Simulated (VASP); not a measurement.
# TaAs (I4_1md) in VASP: single point with PBE

Aim: the single point of TaAs with PBE.

All numbers are computed with VASP 6.6.1; they aren't measurements. Logs are shortened: lines on timing, memory, paths and dates and some standing lists are left out, and cuts for length are marked.

## 1. The cell of the first run

Symmetry: I4_1md, No. 109, tetragonal system. Conventional cell: a = 3.463 Å, b = 3.463 Å, c = 11.735 Å, α = 90.00°, β = 90.00°, γ = 90.00°. Ta (site symmetry 2mm) has 6 As at 2.62 to 2.63 Å and 8 Ta at 3.41 to 3.46 Å within 3.5 Å. As (site symmetry 2mm) has 6 Ta at 2.62 to 2.63 Å and 8 As at 3.41 to 3.46 Å within 3.5 Å.

## 2. Single point, PBE

File INCAR:

```
PREC     = Accurate       # precision mode
ENCUT    = 520            # plane-wave cutoff, eV
EDIFF    = 1E-7           # SCF threshold, eV
ISMEAR   = 0              # smearing method
SIGMA    = 0.1            # smearing width, eV
LREAL    = False          # projectors in reciprocal space
LASPH    = True           # aspherical terms in the spheres
NELM     = 100            # most SCF steps
ALGO     = Fast           # electronic algorithm
ISIF     = 2              # what is computed and relaxed
LWAVE    = False          # write WAVECAR
LCHARG   = False          # write CHGCAR
GGA      = PE             # functional
NBANDS   = 24             # bands
```

File KPOINTS:

```
Automatic mesh
0
Gamma
  18 18 18
```

File POSCAR:

```
TaAs
1.0
   -1.7314485038      1.7314485038      5.8672947340
    1.7314485038     -1.7314485038      5.8672947340
    1.7314485038      1.7314485038     -5.8672947340
Ta As
2 2
Direct
    0.5001741945      1.0001741945      0.5000000000
    0.7501741945      0.7501741945      0.0000000000
    0.0824252255      0.5824252255      0.5000000000
    0.3324252255      0.3324252255      0.0000000000
```

Potentials or basis: VASP PAW PBE potentials, release 64 (Ta_pv, As).

Run with:

```bash
> cat potpaw_PBE.64/Ta_pv/POTCAR potpaw_PBE.64/As/POTCAR > POTCAR
> mpirun -np 1 vasp_std > vasp.out
```

OUTCAR:

```text
PREC = Accurate
   ENCUT = 520
   EDIFF = 1E-7
   ISMEAR = 0
   LREAL = False
   LASPH = True
   NELM = 100
   ISIF = 2
   GGA = PE

 ion  position               nearest neighbor table
   1  0.500  0.000  0.500-   4 2.62   4 2.62   3 2.63   3 2.63   3 2.63   3 2.63   2 3.41   2 3.41
                             2 3.41   2 3.41
   2  0.750  0.750  0.000-   3 2.62   3 2.62   4 2.63   4 2.63   4 2.63   4 2.63   1 3.41   1 3.41
                             1 3.41   1 3.41
   3  0.082  0.582  0.500-   2 2.62   2 2.62   1 2.63   1 2.63   1 2.63   1 2.63
   4  0.332  0.332  0.000-   1 2.62   1 2.62   2 2.63   2 2.63   2 2.63   2 2.63

  LATTYP: Found a body centered tetragonal cell.
 ALAT       =     3.4628970076
 C/A-ratio  =     3.3886625684

  Lattice vectors:

 A1 = (  -1.7314485038,   1.7314485038,   5.8672947340)
 A2 = (   1.7314485038,  -1.7314485038,   5.8672947340)
 A3 = (   1.7314485038,   1.7314485038,  -5.8672947340)

Analysis of symmetry for initial positions (statically):
=====================================================================
 Subroutine PRICEL returns:
 Original cell was already a primitive cell.

 Routine SETGRP: Setting up the symmetry group for a
 body centered tetragonal supercell.

 Subroutine GETGRP returns: Found  8 space group operations
 (whereof  4 operations were pure point group operations)
 out of a pool of 16 trial point group operations.

The static configuration has the point symmetry C_2v.
 The point group associated with its full space group is C_4v.

Analysis of symmetry for dynamics (positions and initial velocities):
=====================================================================
 Subroutine PRICEL returns:
 Original cell was already a primitive cell.

 Routine SETGRP: Setting up the symmetry group for a
 body centered tetragonal supercell.

 Subroutine GETGRP returns: Found  8 space group operations
 (whereof  4 operations were pure point group operations)
 out of a pool of 16 trial point group operations.

The dynamic configuration has the point symmetry C_2v.
 The point group associated with its full space group is C_4v.

 Subroutine INISYM returns: Found  8 space group operations
 (whereof  4 operations are pure point group operations),
 and found     1 'primitive' translations

----------------------------------------------------------------------------------------

                                     Primitive cell

  volume of cell :      70.3586
[... 93 lines left out ...]
   EDIFF  = 0.1E-06   stopping-criterion for ELM
   LREAL  =      F    real-space projection
   EDIFFG = 0.1E-05   stopping-criterion for IOM
   NSW    =      0    number of steps for IOM
   IBRION =     -1    ionic relax: 0-MD 1-quasi-New 2-CG
   NFREE  =      0    steps in history (QN), initial steepest desc. (CG)
   ISIF   =      2    stress and relaxation
   ISYM   =      2    0-nonsym 1-usesym 2-fastsym
   POTIM  = 0.5000    time-step for ionic-motion
   TEBEG  =    0.0;   TEEND  =   0.0 temperature during run
   PSTRESS=    0.0 pullay stress
   NELECT =      32.0000    total number of electrons
   NUPDOWN=      -1.0000    fix difference up-down
   EMIN   =  10.00;   EMAX   =-10.00  energy-range for DOS
   EFERMI =   0.00;   METHOD = LEGACY
   ISMEAR =     0;   SIGMA  =   0.10  broadening in eV -4-tet -1-fermi 0-gaus
   EFERMI_NEDOS =   21; number of points for ismear=-14 and -15
   IALGO  =     68    algorithm
   IMIX   =      4    mixing-type and parameters
     AMIX     =   0.40;   BMIX     =  1.00
     AMIX_MAG =   1.60;   BMIX_MAG =  1.00
  volume/ion in A,a.u.               =      17.59       118.70
  Fermi-wavevector in a.u.,A,eV,Ry     =   1.258981  2.379129 21.565682  1.585033
  Thomas-Fermi vector in A             =   2.392563
   LORBIT       =      0    0 simple, 1 ext, 2 COOP (PROOUT), +10 PAW based schemes
   GGA     = PE    functional components
   LHFCALC =     F    Hartree Fock is set to
   AEXX    =    0.0000 exact exchange contribution
   IVDW    =     0    specifies the selected vdW correction
   LEPSILON=     F    determine dielectric tensor
   LRPA    =     F    only Hartree local field effects (RPA)
 non-spin polarized calculation
 RMM-DIIS sequential band-by-band and
 Gauss-broadening in eV      SIGMA  =   0.10
  energy-cutoff  :      520.00
  volume of cell :       70.36
 maximum number of plane-waves:      1930
   NGX = 23   NGY = 23   NGZ = 23

 number of electron      32.0000002 magnetization

 Free energy of the ion-electron system (eV)
  ---------------------------------------------------
  ext. energy  EPLUGINS =         0.00000000
  ---------------------------------------------------
  free energy    TOTEN  =       -35.11802678 eV

  energy without entropy =      -35.11634672  energy(sigma->0) =      -35.11718675

 E-fermi :   6.8671     XC(G=0): -11.8559

 val. band max:        6.8574905432   @ k =  -0.3333   0.4444   0.3333
 cond. band min:       6.8672444959   @ k =  -0.1111  -0.4444   0.1111
 fundamental gap:      0.0097539527
 Fermi energy:         6.8670976380

 k-point     1 :       0.0000    0.0000    0.0000
  band No.  band energies     occupation
      1     -28.1310      2.00000
      2     -28.1003      2.00000
      3     -28.1003      2.00000
      4     -27.9550      2.00000
      5     -27.9550      2.00000
      6     -27.9014      2.00000
[... 637 lines left out ...]
     23      11.4549      0.00000
     24      12.1815      0.00000

 [... further k-points ...]

------------------------ aborting loop because EDIFF is reached ----------------------------------------

  FORCE on cell =-STRESS in cart. coord.  units (eV):
  Direction    XX          YY          ZZ          XY          YZ          ZX
  --------------------------------------------------------------------------------------
  -------------------------------------------------------------------------------------
  Total        0.2056462      0.2056462      0.1538399      0.0000000      0.0000000      0.0000000
  in kB        4.6828927      4.6828927      3.5031808      0.0000000      0.0000000      0.0000000
  external PRESSURE =       4.2896554 kB  Pullay stress =       0.0000000 kB

 VOLUME and BASIS-vectors are now :
 -----------------------------------------------------------------------------
  energy-cutoff  :      520.00
  volume of cell :       70.36
      direct lattice vectors                 reciprocal lattice vectors
    -1.731448504  1.731448504  5.867294734     0.000000000  0.288775553  0.085218150
     1.731448504 -1.731448504  5.867294734     0.288775553  0.000000000  0.085218150
     1.731448504  1.731448504 -5.867294734     0.288775553  0.288775553  0.000000000

 POSITION                                       TOTAL-FORCE (eV/Angst)
 -----------------------------------------------------------------------------------
      0.00000      1.73145      0.00204        -0.000000     -0.000000      0.002026
      0.00000      0.00000      8.80299        -0.000000     -0.000000      0.002026
      1.73145      0.00000      0.96723        -0.000000     -0.000000     -0.002026
      0.00000      0.00000      3.90087         0.000000      0.000000     -0.002026
 -----------------------------------------------------------------------------------
    total drift:                                0.000000      0.000000     -0.000007

  FREE ENERGIE OF THE ION-ELECTRON SYSTEM (eV)
  ---------------------------------------------------
  free  energy   TOTEN  =       -35.1180267756 eV

  energy  without entropy=      -35.1163467225  energy(sigma->0) =      -35.11718675
```

stdout:

```text
POSCAR found type information on POSCAR TaAs
 POSCAR found :  2 types and       4 ions
 scaLAPACK will be used
 LDA part: xc-table for (Slater+PW92), standard interpolation
 POSCAR, INCAR and KPOINTS ok, starting setup
 FFT: planning ... GRIDC
 FFT: planning ... GRID_SOFT
 FFT: planning ... GRID
 WAVECAR not read
 entering main loop
WARNING in EDDRMM: call to ZHEGV failed, returncode =   8  4     23
```

It took 16 min on 1 thread of Intel Xeon 6975P-C (Granite Rapids), shared host; peak memory 0.89 GiB.

Results:

```yaml
Free_energy: -35.1180 eV
Pressure: 0.4 GPa
Band_gap_on_the_k_mesh: zero (bands 16 and 17 overlap by 0.02 eV)
```

Forces on the atoms (eV/Å):
```
Ta   0.000  0.000  0.002
Ta   0.000  0.000  0.002
As   0.000  0.000 -0.002
As   0.000  0.000 -0.002
```

Levels at points of the mesh, in eV from the Fermi level:
```tsv
k point	band 12	band 13	band 14	band 15	band 16	band 17	band 18	band 19	band 20	band 21
(0.00, 0.00, 0.00)	-2.46	-2.31	-1.90	-1.63	-1.63	0.88	1.54	2.32	3.03	3.03
(0.50, 0.00, 0.00)	-3.41	-2.43	-2.29	-1.53	-0.25	0.12	1.36	2.23	2.41	2.99
(0.50, 0.50, 0.00)	-5.03	-3.16	-3.16	-1.12	-1.12	2.74	2.74	3.02	3.02	3.74
(0.50, 0.50, 0.50)	-2.86	-2.75	-2.75	-0.95	-0.95	1.19	1.19	2.27	2.27	3.04
```

Caveat: spin-orbit coupling is left out, which moves the levels of the heavy elements.
